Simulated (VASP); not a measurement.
Set up this calculation in VASP 6.6.1, as the native input.

| Quantity | Value |
| --- | --- |
| Task | single point |
| Functional | r2SCAN |
| Potentials or basis | VASP PAW PBE potentials, release 64 (W_sv) |
| Cutoff | 520 eV |
| k mesh | 18 × 18 × 8 |
| Occupations | gaussian, width 0.05 eV |
| Spin | no spin polarisation |
| Dipole correction | no |
| Further INCAR settings | ALGO = Normal; EDIFF = 1e-06; NBANDS = 21 |

Crystal: W.

```
W
1.0
     2.76324    0.00000    0.00000
    -1.38162    2.39303    0.00000
     0.00000    0.00000    4.97870
W
2
Direct
  0.33333 0.66667 0.75000
  0.66667 0.33333 0.25000
```

This isn't the form of W at room conditions, which is bcc.

The input as run:

POSCAR

```
W
1.0
    2.7632381543      0.0000000000      0.0000000000
   -1.3816190771      2.3930344383      0.0000000000
    0.0000000000      0.0000000000      4.9787036476
W
2
Direct
    0.3333333333      0.6666666667      0.7500000000
    0.6666666667      0.3333333333      0.2500000000
```

INCAR.step1

```
  ALGO = Normal
  EDIFF = 1E-4
  ENCUT = 520
  GGA = PE
  ISMEAR = 0
  LASPH = T
  LCHARG = F
  LREAL = F
  LWAVE = T
  NBANDS = 21
  NELM = 100
  PREC = Accurate
  SIGMA = 0.05
```

INCAR.step2

```
  ALGO = Normal
  EDIFF = 1E-6
  ENCUT = 520
  ISIF = 2
  ISMEAR = 0
  ISTART = 1
  LASPH = T
  LCHARG = F
  LMIXTAU = T
  LREAL = F
  LWAVE = F
  METAGGA = R2SCAN
  NBANDS = 21
  NELM = 100
  PREC = Accurate
  SIGMA = 0.05
```

KPOINTS

```
k-points
0
Gamma
  18 18 8
```

Potentials or basis: VASP PAW PBE potentials, release 64 (W_sv).

Command:

```console
$ cat potpaw_PBE.64/W_sv/POTCAR > POTCAR
$ cp INCAR.step1 INCAR
$ mpirun -np 1 vasp_std > vasp.out
$ cp INCAR.step2 INCAR
$ mpirun -np 1 vasp_std > vasp.out
```

Results of the run:

```json
{
  "Pressure": "-1.5 GPa",
  "Band gap on the k mesh": "zero (bands 14 and 15 overlap by 1.79 eV)"
}
```

Caveat: the PAW data sets were made with another functional, which shifts forces and pressure a little; spin-orbit coupling is left out, which moves the levels of the heavy elements.

Wall time 8.3 min on 1 thread of Intel Xeon 8259CL, on a shared host, peak memory 0.24 GiB.
